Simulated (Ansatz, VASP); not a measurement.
## Two plane-wave programs on Al4GeRu

```xyz
6
Lattice="0.0000 3.6333 3.6333 3.6333 0.0000 3.6333 3.6333 3.6333 0.0000" Properties=species:S:1:pos:R:3 pbc="T T T"
Al    2.7292    2.7292    4.5373
Al    2.7292    4.5373    2.7292
Al    4.5373    2.7292    2.7292
Al    4.5373    4.5373    4.5373
Ge    0.0000    0.0000    0.0000
Ru    1.8166    1.8166    1.8166
```

Change from the starting cell: species swapped into the CaDyAl4 type (F-43m, No. 216).

Alike in both runs: functional PBE; k mesh 10 × 10 × 10; occupations gaussian, width 0.1 eV; no spin polarisation.

Ansatz relaxed the structure, and its values are those at the end. VASP's run is a single point on that final structure, the one shown.

|  | VASP | Ansatz |
| --- | --- | --- |
| version | VASP 6.6.1 | Ansatz 0.2.0 |
| potentials or method | VASP PAW PBE potentials, release 64 (Al, Ge_d, Ru_pv), cutoff 520 eV | scalar-relativistic, plane waves, PAW |
| valence electrons in the cell | 40 | 42 |

|  | VASP | Ansatz | Ansatz less VASP |
| --- | --- | --- | --- |
| gap on the k mesh at the Fermi level (eV) | none | none | - |
| pressure (GPa) | 0.0 | 0.0 | +0.01 |

A gap of «none» marks a metal or a gap that the smearing closes. VASP's potentials hold 40 valence electrons a cell and Ansatz's 42, so a difference there can come from the potentials and not from the codes.
